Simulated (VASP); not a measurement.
Write the native input for VASP 6.6.1 that does the following.

| Property | Result |
| --- | --- |
| Task | single point |
| Functional | PBE |
| Dispersion | D3(BJ) |
| Potentials or basis | VASP PAW PBE potentials, release 64 (Mo_sv, S) |
| Cutoff | 520 eV |
| k mesh | 12 × 12 × 6 |
| Occupations | gaussian, width 0.05 eV |
| Spin | no spin polarisation |
| Dipole correction | no |
| Further INCAR settings | ALGO = Normal; EDIFF = 1e-06; NBANDS = 20 |

The structure of MoS2 lies in POSCAR:

```
MoS2
1.0
    2.9640037622      0.0000000000      0.0000000000
   -1.4820018811      2.5669025550      0.0000000000
    0.0000000000      0.0000000000      7.5066925761
Mo S
1 2
Direct
    0.0000000000      0.0000000000      0.0000000000
    0.3333333333      0.6666666667      0.2356692374
    0.3333333333      0.6666666667      0.7643307626
```

This cell differs from its parent crystal: ratio of the length along z to the lengths across it x 1.2, volume and fractional coordinates fixed.

One way to write it, as run:

INCAR

```
SYSTEM = MoS2
ALGO = Normal
EDIFF = 1E-6
ENCUT = 520
GGA = PE
ISIF = 2
ISMEAR = 0
IVDW = 12
LASPH = .True.
LCHARG = .False.
LREAL = .False.
LWAVE = .False.
NBANDS = 20
NELM = 80
PREC = Accurate
SIGMA = 0.05
```

KPOINTS

```
k-points
0
Gamma
  12 12 6
  0 0 0
```

Potentials or basis: VASP PAW PBE potentials, release 64 (Mo_sv, S).

Launch:

```bash
$ cat potpaw_PBE.64/Mo_sv/POTCAR potpaw_PBE.64/S/POTCAR > POTCAR
$ mpirun -np 1 vasp_std > vasp.out
```

Results of the run:

* Pressure: -1.0 GPa
* Largest force: 2.112 eV/Å
* Band gap on the k mesh: 0.87 eV, indirect (least direct gap 1.44 eV)
* Dispersion energy per atom: -0.403 eV

Caveat: forces of over 1 eV/Å act on the atoms, so gaps and moduli don't describe the material at rest.

It took 42 s on 1 thread of Intel(R) Xeon(R) 6975P-C (Granite Rapids) (shared host), peak memory 0.23 GiB.
